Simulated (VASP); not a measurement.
# SrO in VASP: further runs

SrO is run at these levels: PBE; tasks: single point.

All numbers are computed with VASP 6.6.1; they aren't measurements. Logs are shortened: lines on timing, memory, paths and dates and some standing lists are left out, and cuts for length are marked.

### Step 1. The cell of the first run

It takes space group I4/mmm (No. 139, tetragonal). Conventional cell: a = 3.671 Å, b = 3.671 Å, c = 5.140 Å, α = 90.00°, β = 90.00°, γ = 90.00°. Within 3.4 Å of Sr (site symmetry 4/mmm) lie 6 O at 2.57 to 2.60 Å. Within 3.4 Å of O (site symmetry 4/mmm) lie 6 Sr at 2.57 to 2.60 Å.

### Step 2. Single point, PBE (equal xx and yy strain of +1 %)

File INCAR:

```
SYSTEM = SrO
ALGO     = Normal         ! electronic algorithm
EDIFF    = 1E-6           ! SCF threshold, eV
ENCUT    = 520            ! plane-wave cutoff, eV
GGA      = PE             ! functional
ISIF     = 2              ! what is computed and relaxed
ISMEAR   = -1             ! smearing method
LASPH    = .TRUE.         ! aspherical terms in the spheres
LCHARG   = .FALSE.        ! write CHGCAR
LREAL    = .FALSE.        ! projectors in reciprocal space
LWAVE    = .FALSE.        ! write WAVECAR
NBANDS   = 15             ! bands
NELM     = 100            ! most SCF steps
PREC     = Accurate       ! precision mode
SIGMA    = 0.02           ! smearing width, eV
```

File KPOINTS:

```
k-points
0
G
  8 8 8
  0 0 0
```

File POSCAR:

```
SrO
1.0
    0.0000000000      2.5954980000      2.5698000000
    2.5954980000      0.0000000000      2.5698000000
    2.5954980000      2.5954980000      0.0000000000
Sr O
1 1
Direct
    0.0000000000      0.0000000000      0.0000000000
    0.5000000000      0.5000000000      0.5000000000
```

Potentials or basis: VASP PAW PBE potentials, release 64 (Sr_sv, O).

Command:

```bash
$ cat potpaw_PBE.64/Sr_sv/POTCAR potpaw_PBE.64/O/POTCAR > POTCAR
$ mpirun -np 1 vasp_std > vasp.out
```

OUTCAR:

```text
SYSTEM = SrO
   EDIFF = 1E-6
   ENCUT = 520
   GGA = PE
   ISIF = 2
   ISMEAR = -1
   LASPH = .TRUE.
   LREAL = .FALSE.
   NELM = 100
   PREC = Accurate

 ion  position               nearest neighbor table
   1  0.000  0.000  0.000-   2 2.57   2 2.57   2 2.60   2 2.60   2 2.60   2 2.60
   2  0.500  0.500  0.500-   1 2.57   1 2.57   1 2.60   1 2.60   1 2.60   1 2.60

  LATTYP: Found a body centered tetragonal cell.
 ALAT       =     3.6705884727
 C/A-ratio  =     1.4002114479

  Lattice vectors:

 A1 = (   0.0000000000,  -2.5954980000,  -2.5698000000)
 A2 = (   0.0000000000,   2.5954980000,  -2.5698000000)
 A3 = (   2.5954980000,   0.0000000000,   2.5698000000)

Analysis of symmetry for initial positions (statically):
=====================================================================
 Subroutine PRICEL returns:
 Original cell was already a primitive cell.

 Routine SETGRP: Setting up the symmetry group for a
 body centered tetragonal supercell.

 Subroutine GETGRP returns: Found 16 space group operations
 (whereof 16 operations were pure point group operations)
 out of a pool of 16 trial point group operations.

The static configuration has the point symmetry D_4h.

Analysis of symmetry for dynamics (positions and initial velocities):
=====================================================================
 Subroutine PRICEL returns:
 Original cell was already a primitive cell.

 Routine SETGRP: Setting up the symmetry group for a
 body centered tetragonal supercell.

 Subroutine GETGRP returns: Found 16 space group operations
 (whereof 16 operations were pure point group operations)
 out of a pool of 16 trial point group operations.

The dynamic configuration has the point symmetry D_4h.

 Subroutine INISYM returns: Found 16 space group operations
 (whereof 16 operations are pure point group operations),
 and found     1 'primitive' translations

----------------------------------------------------------------------------------------

                                     Primitive cell

  volume of cell :      34.6235

  direct lattice vectors                    reciprocal lattice vectors
     0.000000000  2.595498000  2.569800000    -0.192641258  0.192641258  0.194567671
     2.595498000  0.000000000  2.569800000     0.192641258 -0.192641258  0.194567671
     2.595498000  2.595498000  0.000000000     0.192641258  0.192641258 -0.194567671

  length of vectors
     3.652462444  3.652462444  3.670588473     0.334780356  0.334780356  0.334780356

  position of ions in fractional coordinates (direct lattice)
     0.000000000  0.000000000  0.000000000
     0.500000000  0.500000000  0.500000000

  ion indices of the primitive-cell ions
   primitive index   ion index
                 1           1
                 2           2

----------------------------------------------------------------------------------------

 KPOINTS: k-points

Automatic generation of k-mesh.
 Grid dimensions read from file:
 generate k-points for:    8    8    8

 Generating k-lattice:

  Cartesian coordinates                     Fractional coordinates (reciprocal lattice)
    -0.024080157  0.024080157  0.024320959     0.125000000  0.000000000  0.000000000
     0.024080157 -0.024080157  0.024320959     0.000000000  0.125000000  0.000000000
     0.024080157  0.024080157 -0.024320959     0.000000000  0.000000000  0.125000000

  Length of vectors
     0.041847545  0.041847545  0.041847545

  Shift w.r.t. Gamma in fractional coordinates (k-lattice)
     0.000000000  0.000000000  0.000000000

 Subroutine IBZKPT returns following result:
 ===========================================

 Found     59 irreducible k-points:

 Following reciprocal coordinates:
            Coordinates               Weight
  0.000000  0.000000  0.000000      1.000000
  0.125000  0.000000  0.000000      8.000000
  0.250000  0.000000  0.000000      8.000000
  0.375000  0.000000  0.000000      8.000000
  0.500000  0.000000  0.000000      4.000000
  0.125000  0.125000  0.000000      2.000000
[... 16 lines left out ...]
  0.250000  0.000000  0.125000     16.000000
  0.375000  0.000000  0.125000     16.000000
 [... further k-points ...]
   k-points           NKPTS =     59   k-points in BZ     NKDIM =     59   number of bands    NBANDS=     15
   number of dos      NEDOS =    301   number of ions     NIONS =      2
   total plane-waves  NPLWV =  21952
   dimension x,y,z NGX =    28 NGY =   28 NGZ =   28
   dimension x,y,z NGXF=    56 NGYF=   56 NGZF=   56
   ions per type =               1   1
   NGX,Y,Z   is equivalent  to a cutoff of  12.74, 12.74, 12.68 a.u.
   NGXF,Y,Z  is equivalent  to a cutoff of  25.49, 25.49, 25.36 a.u.
 SYSTEM =  SrO
   PREC   = accura    normal or accurate (medium, high low for compatibility)
   ISTART =      0    job   : 0-new  1-cont  2-samecut
   ICHARG =      2    charge: 1-file 2-atom 10-const
   ISPIN  =      1    spin polarized calculation?
   LNONCOLLINEAR =      F non collinear calculations
   LSORBIT =      F    spin-orbit coupling
   LASPH  =      T    aspherical Exc in radial PAW
   ENCUT  =  520.0 eV  38.22 Ry    6.18 a.u.   6.79  6.79  6.82*2*pi/ulx,y,z
   NELM   =    100;   NELMIN=  2; NELMDL= -5     # of ELM steps
   EDIFF  = 0.1E-05   stopping-criterion for ELM
   LREAL  =      F    real-space projection
   EDIFFG = 0.1E-04   stopping-criterion for IOM
   NSW    =      0    number of steps for IOM
   IBRION =     -1    ionic relax: 0-MD 1-quasi-New 2-CG
   NFREE  =      0    steps in history (QN), initial steepest desc. (CG)
   ISIF   =      2    stress and relaxation
   ISYM   =      2    0-nonsym 1-usesym 2-fastsym
   POTIM  = 0.5000    time-step for ionic-motion
   TEBEG  =    0.0;   TEEND  =   0.0 temperature during run
   PSTRESS=    0.0 pullay stress
   NELECT =      16.0000    total number of electrons
   NUPDOWN=      -1.0000    fix difference up-down
   EMIN   =  10.00;   EMAX   =-10.00  energy-range for DOS
   EFERMI =   0.00;   METHOD = LEGACY
   ISMEAR =    -1;   SIGMA  =   0.02  broadening in eV -4-tet -1-fermi 0-gaus
   EFERMI_NEDOS =   21; number of points for ismear=-14 and -15
   IALGO  =     38    algorithm
   IMIX   =      4    mixing-type and parameters
     AMIX     =   0.40;   BMIX     =  1.00
     AMIX_MAG =   1.60;   BMIX_MAG =  1.00
  volume/ion in A,a.u.               =      17.31       116.83
  Fermi-wavevector in a.u.,A,eV,Ry     =   1.265682  2.391792 21.795864  1.601951
  Thomas-Fermi vector in A             =   2.398922
   LORBIT       =      0    0 simple, 1 ext, 2 COOP (PROOUT), +10 PAW based schemes
   GGA     = PE    functional components
   LHFCALC =     F    Hartree Fock is set to
   AEXX    =    0.0000 exact exchange contribution
   IVDW    =     0    specifies the selected vdW correction
   LEPSILON=     F    determine dielectric tensor
   LRPA    =     F    only Hartree local field effects (RPA)
 non-spin polarized calculation
  energy-cutoff  :      520.00
  volume of cell :       34.62
 maximum number of plane-waves:       946
   NGX = 13   NGY = 13   NGZ = 13

 number of electron      15.9999999 magnetization

 Free energy of the ion-electron system (eV)
  ---------------------------------------------------
  ext. energy  EPLUGINS =         0.00000000
  ---------------------------------------------------
  free energy    TOTEN  =       -12.05067058 eV

  energy without entropy =      -12.05067058  energy(sigma->0) =      -12.05067058

 E-fermi :   2.0606     XC(G=0):  -9.9392

 val. band max:        1.5996673254   @ k =   0.0000   0.0000   0.0000
 cond. band min:       4.8277435713   @ k =   0.5000   0.5000   0.0000
 fundamental gap:      3.2280762459
 Fermi energy:         2.0606079496

 k-point     1 :       0.0000    0.0000    0.0000
  band No.  band energies     occupation
      1     -30.8771      2.00000
      2     -13.4905      2.00000
      3     -12.5363      2.00000
      4     -12.5363      2.00000
      5     -12.5289      2.00000
      6       1.5656      2.00000
      7       1.5656      2.00000
      8       1.5997      2.00000
      9       5.4266      0.00000
     10       7.7226      0.00000
     11       7.7226      0.00000
     12       7.7958      0.00000
     13       9.8067      0.00000
     14       9.9414      0.00000
     15      14.1977      0.00000

 k-point     2 :       0.1250    0.0000    0.0000
  band No.  band energies     occupation
      1     -30.8588      2.00000
      2     -13.8607      2.00000
      3     -12.5492      2.00000
      4     -12.5422      2.00000
      5     -12.2087      2.00000
      6       1.1287      2.00000
      7       1.3771      2.00000
      8       1.3964      2.00000
      9       6.1172      0.00000
     10       7.5979      0.00000
     11       8.0252      0.00000
     12       8.0684      0.00000
     13      10.1992      0.00000
     14      10.3387      0.00000
     15      15.1726      0.00000

 k-point     3 :       0.2500    0.0000    0.0000
  band No.  band energies     occupation
      1     -30.8140      2.00000
      2     -14.4211      2.00000
      3     -12.5800      2.00000
      4     -12.5674      2.00000
      5     -11.7587      2.00000
      6       0.3177      2.00000
      7       0.9695      2.00000
      8       0.9792      2.00000
      9       7.4871      0.00000
     10       7.6793      0.00000
     11       8.8440      0.00000
     12       8.8702      0.00000
     13      11.1852      0.00000
     14      11.3311      0.00000
     15      17.1011      0.00000

 k-point     4 :       0.3750    0.0000    0.0000
  band No.  band energies     occupation
      1     -30.7687      2.00000
      2     -14.8351      2.00000
      3     -12.6102      2.00000
      4     -12.5921      2.00000
      5     -11.4552      2.00000
      6      -0.3217      2.00000
      7       0.6121      2.00000
      8       0.6135      2.00000
      9       7.8266      0.00000
     10       9.1656      0.00000
     11       9.8343      0.00000
     12       9.8503      0.00000
     13      12.4249      0.00000
     14      12.5563      0.00000
     15      16.8316      0.00000
[... 307 lines left out ...]
 k-point    22 :       0.1250    0.0000    0.1250
  band No.  band energies     occupation
      1     -30.8530      2.00000
      2     -13.8838      2.00000
      3     -12.5855      2.00000
      4     -12.5811      2.00000
      5     -12.1563      2.00000
      6       0.8314      2.00000
      7       1.4972      2.00000
      8       1.5328      2.00000
      9       6.1971      0.00000
     10       7.0665      0.00000
     11       8.3603      0.00000
     12       8.4250      0.00000
     13      10.1098      0.00000
     14      10.6086      0.00000
     15      15.4523      0.00000

 k-point    23 :       0.2500    0.0000    0.1250
  band No.  band energies     occupation
      1     -30.8175      2.00000
      2     -14.2521      2.00000
      3     -12.6303      2.00000
      4     -12.6124      2.00000
      5     -11.8974      2.00000
      6       0.3463      2.00000
      7       1.2042      2.00000
      8       1.3057      2.00000
      9       6.8030      0.00000
     10       7.2119      0.00000
     11       9.0616      0.00000
     12       9.1976      0.00000
     13      10.6965      0.00000
     14      11.4171      0.00000
     15      17.1114      0.00000

 k-point    24 :       0.3750    0.0000    0.1250
  band No.  band energies     occupation
      1     -30.7726      2.00000
      2     -14.6417      2.00000
      3     -12.6627      2.00000
      4     -12.6523      2.00000
      5     -11.6540      2.00000
      6      -0.0390      2.00000
      7       0.7461      2.00000
      8       0.9257      2.00000
      9       7.1586      0.00000
     10       8.4984      0.00000
     11       9.9356      0.00000
     12      10.1122      0.00000
     13      11.9007      0.00000
     14      12.3462      0.00000
     15      17.0480      0.00000

 [... further k-points ...]
[... 5 lines left out ...]
  --------------------------------------------------------------------------------------
  -------------------------------------------------------------------------------------
  Total        0.2569930      0.2569930      0.5382081      0.0000000     -0.0000000      0.0000000
  in kB       11.8921736     11.8921736     24.9052016      0.0000000     -0.0000000      0.0000000
  external PRESSURE =      16.2298496 kB  Pullay stress =       0.0000000 kB

 VOLUME and BASIS-vectors are now :
 -----------------------------------------------------------------------------
  energy-cutoff  :      520.00
  volume of cell :       34.62
      direct lattice vectors                 reciprocal lattice vectors
     0.000000000  2.595498000  2.569800000    -0.192641258  0.192641258  0.194567671
     2.595498000  0.000000000  2.569800000     0.192641258 -0.192641258  0.194567671
     2.595498000  2.595498000  0.000000000     0.192641258  0.192641258 -0.194567671

 POSITION                                       TOTAL-FORCE (eV/Angst)
 -----------------------------------------------------------------------------------
      0.00000      0.00000      0.00000        -0.000000      0.000000      0.000000
      2.59550      2.59550      2.56980         0.000000     -0.000000      0.000000
 -----------------------------------------------------------------------------------
    total drift:                                0.000000      0.000000      0.000000

  FREE ENERGIE OF THE ION-ELECTRON SYSTEM (eV)
  ---------------------------------------------------
  free  energy   TOTEN  =       -12.0506705795 eV

  energy  without entropy=      -12.0506705795  energy(sigma->0) =      -12.05067058
```

Wall time 19 s (1 thread of Intel Xeon 6975P-C (Granite Rapids), shared host); peak memory 0.17 GiB.

What came out:

```
Free energy            : -12.0507 eV
Pressure               : 1.6 GPa
Band gap on the k mesh : 3.23 eV, indirect (least direct gap 3.36 eV)
```

Stress tensor (GPa, compression positive):
```
1.19 0.00 0.00
0.00 1.19 0.00
0.00 0.00 2.49
```

Caveat: the cell differs from its parent crystal (equal xx and yy strain of +1 %).

### Step 3. Single point, PBE (equal xy, yz and zx shear strains of -3 %)

File INCAR:

```
SYSTEM = SrO
ALGO = Normal ; EDIFF = 1E-7
ENCUT = 520 ; GGA = PE
ISIF = 2 ; ISMEAR = -1
LASPH = .TRUE. ; LCHARG = .TRUE.
LELF = .TRUE. ; LREAL = .FALSE.
LVHAR = .TRUE. ; LWAVE = .FALSE.
NBANDS = 15 ; NELM = 60
PREC = Accurate ; SIGMA = 0.02
```

KPOINTS is that of step 2.

File POSCAR:

```
SrO
1.0
   -0.0770940000      2.5312530000      2.5312530000
    2.5312530000     -0.0770940000      2.5312530000
    2.5312530000      2.5312530000     -0.0770940000
Sr O
1 1
Direct
    0.0000000000      0.0000000000      0.0000000000
    0.5000000000      0.5000000000      0.5000000000
```

Potentials or basis: VASP PAW PBE potentials, release 64 (Sr_sv, O).

Command:

```bash
$ cat potpaw_PBE.64/Sr_sv/POTCAR potpaw_PBE.64/O/POTCAR > POTCAR
$ mpirun -np 1 vasp_std > vasp.out
```

Wall time 24 s (1 thread of Intel Xeon 6975P-C (Granite Rapids), shared host); peak memory 0.17 GiB.

It converged, with:

* Free energy: -12.0250 eV
* Pressure: 3.5 GPa
* Band gap on the k mesh: 3.19 eV, indirect (least direct gap 3.30 eV)

Stress tensor (GPa, compression positive):
```
3.49 1.49 1.49
1.49 3.49 1.49
1.49 1.49 3.49
```

Levels at points of the mesh, in eV from the valence-band top:
```tsv
k point	band 4	band 5	band 6	band 7	band 8	band 9	band 10	band 11	band 12	band 13
(0.00, 0.00, 0.00)	-14.11	-14.08	-0.09	-0.09	0.00	3.91	5.94	5.94	6.55	8.34
(0.50, 0.00, 0.00)	-14.16	-12.87	-2.24	-1.26	-1.06	6.41	8.39	8.42	9.05	11.80
(0.50, 0.50, 0.00)	-14.50	-14.43	-0.50	-0.19	-0.11	3.19	7.72	10.07	10.34	10.97
(0.50, 0.50, 0.50)	-14.21	-13.01	-2.24	-1.34	-1.34	6.58	8.49	8.99	8.99	11.90
```

Caveat: the cell differs from its parent crystal (equal xy, yz and zx shear strains of -3 %). A k mesh can miss the band edges.

### Step 4. Single point, PBE (equal xy, yz and zx shear strains of -1 %)

File INCAR:

```
SYSTEM = SrO
PREC = Accurate ; ENCUT = 520
EDIFF = 1E-6 ; ISMEAR = -1
SIGMA = 0.02 ; LREAL = .FALSE.
LASPH = .TRUE. ; NELM = 60
ALGO = Normal ; ISIF = 2
LWAVE = .FALSE. ; LCHARG = .TRUE.
GGA = PE ; LELF = .TRUE.
LVHAR = .TRUE. ; NBANDS = 15
```

File KPOINTS:

```
Automatic mesh
0
G
  8 8 8
  0 0 0
```

File POSCAR:

```
SrO
1.0
   -0.0256980000      2.5569510000      2.5569510000
    2.5569510000     -0.0256980000      2.5569510000
    2.5569510000      2.5569510000     -0.0256980000
Sr O
1 1
Direct
    0.0000000000      0.0000000000      0.0000000000
    0.5000000000      0.5000000000      0.5000000000
```

Command:

```bash
$ cat potpaw_PBE.64/Sr_sv/POTCAR potpaw_PBE.64/O/POTCAR > POTCAR
$ mpirun -np 1 vasp_std > vasp.out
```

It took 20 s on 1 thread of Intel Xeon 6975P-C (Granite Rapids), shared host; peak memory 0.18 GiB.

Results (log left out):

- Free energy: -12.0386 eV
- Pressure: 3.5 GPa
- Band gap on the k mesh: 3.24 eV, indirect (least direct gap 3.34 eV)

Stress tensor (GPa, compression positive):
```
3.51 0.53 0.53
0.53 3.51 0.53
0.53 0.53 3.51
```

Levels at points of the mesh, in eV from the valence-band top:
| k point | band 5 | band 6 | band 7 | band 8 | band 9 | band 10 | band 11 | band 12 |
| --- | --- | --- | --- | --- | --- | --- | --- | --- |
| (0.00, 0.00, 0.00) | -14.04 | -0.03 | -0.03 | 0.00 | 3.97 | 6.13 | 6.13 | 6.32 |
| (0.50, 0.00, 0.00) | -12.84 | -2.19 | -1.18 | -1.11 | 6.52 | 8.44 | 8.71 | 8.91 |
| (0.50, 0.50, 0.00) | -14.40 | -0.45 | -0.12 | -0.10 | 3.24 | 7.79 | 10.16 | 10.37 |
| (0.50, 0.50, 0.50) | -12.89 | -2.20 | -1.21 | -1.21 | 6.57 | 8.47 | 8.90 | 8.90 |

Caveat: the cell differs from its parent crystal (equal xy, yz and zx shear strains of -1 %).

(Part 1 of 2 ends here.)
